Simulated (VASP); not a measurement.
# Cl (Pmmm) in VASP: notebook, part 2 of 2

VASP 6.6.1.

## Step 5: Relaxation of cell and atoms, PBE

This run uses another cell than the first one, of 34.32 Å³/atom.

Contents of INCAR:

```
PREC     = Accurate       # precision mode
ENCUT    = 500            # plane-wave cutoff, eV
EDIFF    = 1E-7           # SCF threshold, eV
ISMEAR   = 0              # smearing method
SIGMA    = 0.1            # smearing width, eV
LREAL    = F              # projectors in reciprocal space
LASPH    = T              # aspherical terms in the spheres
NELM     = 120            # most SCF steps
ALGO     = Normal         # electronic algorithm
ISIF     = 3              # what is computed and relaxed
LWAVE    = F              # write WAVECAR
LCHARG   = F              # write CHGCAR
GGA      = PE             # functional
IBRION   = 2              # ionic algorithm
NSW      = 100            # ionic steps
EDIFFG   = -0.01          # ionic threshold
GGA_COMPAT= F            
NELMIN   = 4
```

Contents of KPOINTS:

```
Automatic mesh
0
Gamma
  24 16 12
```

Contents of POSCAR:

```
Cl
1.0
    2.3155353371      0.0000000000      0.0000000000
    0.0000000000      3.3638250995      0.0000000000
    0.0000000000      0.0000000000      4.4064378366
Cl
1
Direct
    0.0000000000      0.0000000000      0.5000000000
```

Potentials or basis: VASP PAW PBE potentials, release 64 (Cl).

On the command line:

```console
$ cat potpaw_PBE.64/Cl/POTCAR > POTCAR
$ mpirun -np 1 vasp_std > vasp.out
```

OUTCAR:

```text
PREC = Accurate
   ENCUT = 500
   EDIFF = 1E-7
   ISMEAR = 0
   LREAL = F
   LASPH = T
   NELM = 120
   ISIF = 3
   GGA = PE
   IBRION = 2
   NSW = 100
   EDIFFG = -0.01
   NELMIN = 4

 ion  position               nearest neighbor table
   1  0.000  0.000  0.500-

  LATTYP: Found a simple orthorhombic cell.
 ALAT       =     2.3155353371
 B/A-ratio  =     1.4527202611
 C/A-ratio  =     1.9029888104

  Lattice vectors:

 A1 = (   2.3155353371,   0.0000000000,   0.0000000000)
 A2 = (   0.0000000000,   3.3638250995,   0.0000000000)
 A3 = (   0.0000000000,   0.0000000000,   4.4064378366)

Analysis of symmetry for initial positions (statically):
=====================================================================
 Subroutine PRICEL returns:
 Original cell was already a primitive cell.

 Routine SETGRP: Setting up the symmetry group for a
 simple orthorhombic supercell.

 Subroutine GETGRP returns: Found  8 space group operations
 (whereof  8 operations were pure point group operations)
 out of a pool of  8 trial point group operations.

The static configuration has the point symmetry D_2h.

Analysis of symmetry for dynamics (positions and initial velocities):
=====================================================================
 Subroutine PRICEL returns:
[... 264 lines left out ...]
 number of electron       7.0000002 magnetization

------------------------ aborting loop because EDIFF is reached ----------------------------------------
[... 65 lines left out ...]
--------------------------------------- Ionic step       29  -------------------------------------------

 number of electron       7.0000002 magnetization

 Free energy of the ion-electron system (eV)
  ---------------------------------------------------
  ext. energy  EPLUGINS =         0.00000000
  ---------------------------------------------------
  free energy    TOTEN  =        -1.64072753 eV

  energy without entropy =       -1.63537582  energy(sigma->0) =       -1.63805167

 E-fermi :  -1.0451     XC(G=0):  -7.3669

 val. band max:       -1.0473218255   @ k =   0.4583   0.2500   0.1667
 cond. band min:      -1.0431312048   @ k =   0.5000   0.0625   0.1667
 fundamental gap:      0.0041906207
 Fermi energy:        -1.0451155717

 k-point     1 :       0.0000    0.0000    0.0000
  band No.  band energies     occupation
      1     -16.9804      2.00000
      2      -3.3679      2.00000
      3      -3.1804      2.00000
      4       3.4865      0.00000
      5       4.8729      0.00000
      6       8.1692      0.00000
      7      13.3547      0.00000
[... 221 lines left out ...]
 k-point    24 :       0.4167    0.0625    0.0000
  band No.  band energies     occupation
      1     -13.6774      2.00000
      2      -6.7160      2.00000
      3      -1.0670      1.24350
      4      -0.9827      0.37774
      5       9.5345      0.00000
      6      10.6141      0.00000
      7      10.8761      0.00000

 [... further k-points ...]

------------------------ aborting loop because EDIFF is reached ----------------------------------------

  FORCE on cell =-STRESS in cart. coord.  units (eV):
  Direction    XX          YY          ZZ          XY          YZ          ZX
  --------------------------------------------------------------------------------------
  -------------------------------------------------------------------------------------
  Total       -0.0092836      0.0004346     -0.0081093      0.0000000      0.0000000      0.0000000
  in kB       -0.4811696      0.0225274     -0.4203038      0.0000000      0.0000000      0.0000000
  external PRESSURE =      -0.2929820 kB  Pullay stress =       0.0000000 kB
[... 16 lines left out ...]
  FREE ENERGIE OF THE ION-ELECTRON SYSTEM (eV)
  ---------------------------------------------------
  free  energy   TOTEN  =        -1.6407275272 eV

  energy  without entropy=       -1.6353758204  energy(sigma->0) =       -1.63805167

 reached required accuracy - stopping structural energy minimisation
```

OSZICAR:

```text
N       E                     dE             d eps       ncg     rms          rms(c)
DAV:   1     0.398534227157E+02    0.39853E+02   -0.30178E+03 11634   0.728E+02
[... 267 lines left out ...]
       N       E                     dE             d eps       ncg     rms          rms(c)
DAV:   1    -0.164088921586E+01   -0.16401E-03   -0.58112E-03 11466   0.589E-01    0.873E-02
DAV:   2    -0.164076042508E+01    0.12879E-03   -0.21592E-04 12908   0.116E-01    0.260E-02
DAV:   3    -0.164072927763E+01    0.31147E-04   -0.96998E-05 14035   0.677E-02    0.237E-02
DAV:   4    -0.164072826570E+01    0.10119E-05   -0.71924E-07 14035   0.882E-03    0.684E-03
DAV:   5    -0.164072750659E+01    0.75911E-06   -0.77172E-07 15799   0.629E-03    0.771E-04
DAV:   6    -0.164072752716E+01   -0.20572E-07   -0.29428E-08 11942   0.180E-03
  29 F= -.16407275E+01 E0= -.16380517E+01  d E =-.219728E-04
```

CONTCAR:

```text
Cl
   1.00000000000000
     2.3165148376716962   -0.0000000000000003    0.0000000000000000
    -0.0000000000000007    3.5777834508603217    0.0000000000000000
     0.0000000000000000    0.0000000000000000    3.7297610793686169
  Cl
     1
Direct
     0.0000000000000000    0.0000000000000000    0.5000000000000000

  0.00000000E+00  0.00000000E+00  0.00000000E+00
```

It took 42 min on 1 thread of Oxide Virtual Turin-like, shared host; peak memory 0.24 GiB.

What came out:

```
Free energy                           : -1.6407 eV
Relaxed volume                        : 30.91 Å³/atom
Relaxed cell                          : a = 2.317 Å, b = 3.578 Å, c = 3.730 Å, α = 90.00°, β = 90.00°, γ = 90.00°
Space group after relaxing (to 0.1 Å) : Pmmm (No. 47)
Energy gained by relaxing             : 5.0 meV/atom
Ionic steps                           : 29
Pressure after relaxing               : 0.0 GPa
Band gap on the k mesh                : zero (an odd number of electrons rules out a gap without spin polarisation)
```

The path:
```
step  energy change (eV)  largest force (eV/Å)  pressure (GPa)  volume (Å³)
   1              0.0000                0.0000            0.06        34.32
   2             -0.0001                0.0000           -0.08        34.39
   3             -0.0001                0.0000           -0.09        34.39
   4             -0.0002                0.0000           -0.09        34.37
   5             -0.0005                0.0000           -0.09        34.30
   6             -0.0010                0.0000           -0.09        34.15
   7             -0.0018                0.0000           -0.09        33.83
   8             -0.0030                0.0000            0.00        33.12
   9             -0.0022                0.0000            0.57        31.33
  10             -0.0032                0.0000            0.05        32.85
  11             -0.0034                0.0000           -0.02        32.82
  12             -0.0036                0.0000           -0.18        32.73
  13             -0.0036                0.0000           -0.22        32.71
  14             -0.0037                0.0000           -0.22        32.59
  15             -0.0041                0.0000           -0.18        32.22
  16             -0.0044                0.0000           -0.10        31.46
  17             -0.0045                0.0000           -0.09        31.39
  18             -0.0045                0.0000           -0.03        31.36
  19             -0.0045                0.0000            0.01        31.35
  20             -0.0045                0.0000            0.01        31.34
  21             -0.0046                0.0000           -0.01        31.31
  22             -0.0048                0.0000           -0.04        31.25
  23             -0.0049                0.0000           -0.08        31.12
  24             -0.0049                0.0000           -0.08        31.13
  25             -0.0050                0.0000            0.01        31.02
  26             -0.0050                0.0000           -0.02        31.06
  27             -0.0050                0.0000           -0.02        31.01
  28             -0.0050                0.0000           -0.04        30.87
  29             -0.0050                0.0000           -0.03        30.91
```

Final structure:
```cif
data_structure
_symmetry_space_group_name_H-M 'P 1'
_symmetry_Int_Tables_number 1
_cell_length_a 2.3165
_cell_length_b 3.5778
_cell_length_c 3.7298
_cell_angle_alpha 90.000
_cell_angle_beta 90.000
_cell_angle_gamma 90.000
_cell_volume 30.91
loop_
_atom_site_label
_atom_site_type_symbol
_atom_site_fract_x
_atom_site_fract_y
_atom_site_fract_z
_atom_site_occupancy
Cl1 Cl 0.00000 0.00000 0.50000 1
```

Caveat: a cell axis changed by over 15 % at a fixed basis, so the end point is rough; an odd number of electrons without spin polarisation forces a metal; a magnetic or distorted state may lie lower.

## Step 6: Summary

| task | cell | k mesh | gap on the mesh (eV) | pressure (GPa) | relaxed volume (Å³/atom) |
| --- | --- | --- | --- | --- | --- |
| single point | a = 2.250, b = 2.768, c = 5.011 Å, 1 atom | 8 × 6 × 4 | none | 6.4 | - |
| single point | a = 2.316, b = 3.364, c = 4.406 Å, 1 atom | 8 × 6 × 4 | none | -0.2 | - |
| relaxation of cell and atoms | relaxed from a = 2.250, b = 2.768, c = 5.011 Å, 1 atom | 8 × 6 × 4 | none | 0.0 | 38.12 |
| relaxation of cell and atoms | relaxed from a = 2.316, b = 3.364, c = 4.406 Å, 1 atom | 24 × 16 × 12 | none | 0.0 | 30.91 |

Alike in all rows: level PBE; potentials or basis VASP PAW PBE potentials, release 64 (Cl); no spin polarisation; cutoff (eV) 500; smearing gaussian 0.1 eV.

Caveats: some runs use coarse meshes; an odd number of electrons without spin polarisation forces a metal; a magnetic or distorted state may lie lower; the volume moved by over 15 % at a fixed basis, so the end points are rough (at least some runs); a cell axis changed by over 15 % at a fixed basis, so the end point is rough (at least some runs).

Total energies depend on the potentials used, so only differences within one code and one set of settings carry meaning.

The gap in the log of VASP goes by the Fermi energy; the results here count the filled bands.